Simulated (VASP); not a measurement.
Set up this calculation in VASP 6.6.1, as the native input.

```yaml
Task: single point
Functional: r2SCAN
Potentials_or_basis: VASP PAW PBE potentials, release 64 (Ag)
Cutoff: 520 eV
k_mesh: 11 × 11 × 11
Occupations: fermi-dirac, width 0.05 eV
Spin: no spin polarisation
Dipole_correction: no
Further_INCAR_settings: ALGO = Normal; EDIFF = 1e-06; NBANDS = 12
```

The system is Ag.

```
Ag
1.0
     0.00000    2.01514    2.01514
     2.01514    0.00000    2.01514
     2.01514    2.01514    0.00000
Ag
1
Direct
  0.00000 0.00000 0.00000
```

One way to write it, as run:

POSCAR

```
Ag
1.0
    0.0000000000      2.0151418859      2.0151418859
    2.0151418859      0.0000000000      2.0151418859
    2.0151418859      2.0151418859      0.0000000000
Ag
1
Direct
    0.0000000000      0.0000000000      0.0000000000
```

INCAR.step1

```
PREC = Accurate
ENCUT = 520
ISMEAR = -1
SIGMA = 0.05
LREAL = F
LASPH = T
NELM = 80
NBANDS = 12
GGA = PE
ALGO = Normal
EDIFF = 1E-4
LWAVE = T
LCHARG = F
```

INCAR.step2

```
PREC = Accurate
ENCUT = 520
EDIFF = 1E-6
ISMEAR = -1
SIGMA = 0.05
LREAL = F
LASPH = T
NELM = 80
ALGO = Normal
ISIF = 2
LWAVE = F
LCHARG = F
METAGGA = R2SCAN
LMIXTAU = T
NBANDS = 12
ISTART = 1
```

KPOINTS

```
regular mesh
0
Gamma
  11 11 11
```

Potentials or basis: VASP PAW PBE potentials, release 64 (Ag).

Run with:

```sh
$ cat potpaw_PBE.64/Ag/POTCAR > POTCAR
$ cp INCAR.step1 INCAR
$ mpirun -np 1 vasp_std > vasp.out
$ cp INCAR.step2 INCAR
$ mpirun -np 1 vasp_std > vasp.out
```

It gave:

The pressure is 6.5 GPa.

Caveat: the PAW data sets were made with another functional, which shifts forces and pressure a little.

It took 49 s on 1 thread of AMD EPYC 7R43 64-Core Processor (Zen 3) (shared host), peak memory 0.11 GiB.
